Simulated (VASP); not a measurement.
ZnCu, 2 atoms in the cell. It takes space group R-3m (No. 166, trigonal). Conventional cell: a = 3.735 Å, b = 3.735 Å, c = 6.802 Å, α = 90.00°, β = 90.00°, γ = 120.00°. Zn (site symmetry -3m) has 6 Cu at 2.44 Å and 6 Zn at 3.13 Å within 3.2 Å. Cu (site symmetry -3m) has 6 Zn at 2.44 Å and 6 Cu at 3.13 Å within 3.2 Å. 

```yaml
Program: VASP 6.6.1
Task: single point
Functional: PBE
Potentials_or_basis: VASP PAW PBE potentials, release 64 (Zn, Cu)
Cutoff: 520 eV
k_mesh: 16 × 16 × 16
Occupations: gaussian, width 0.15 eV
Spin: no spin polarisation
Dipole_correction: no
Further_INCAR_settings: ALGO = Fast; EDIFF = 1e-06; NBANDS = 18
```

Potentials or basis: VASP PAW PBE potentials, release 64 (Zn, Cu).

Run with:

```bash
$ cat potpaw_PBE.64/Zn/POTCAR potpaw_PBE.64/Cu/POTCAR > POTCAR
$ mpirun -np 1 vasp_std > vasp.out
```

Hardware: 1 thread of Oxide Virtual Turin-like Processor, on a shared host.

Estimate the wall time of this run.

Wall time 4.6 min on 1 thread of Oxide Virtual Turin-like Processor (shared host), peak memory 0.28 GiB. Counts: scf iterations 16, k points 417.
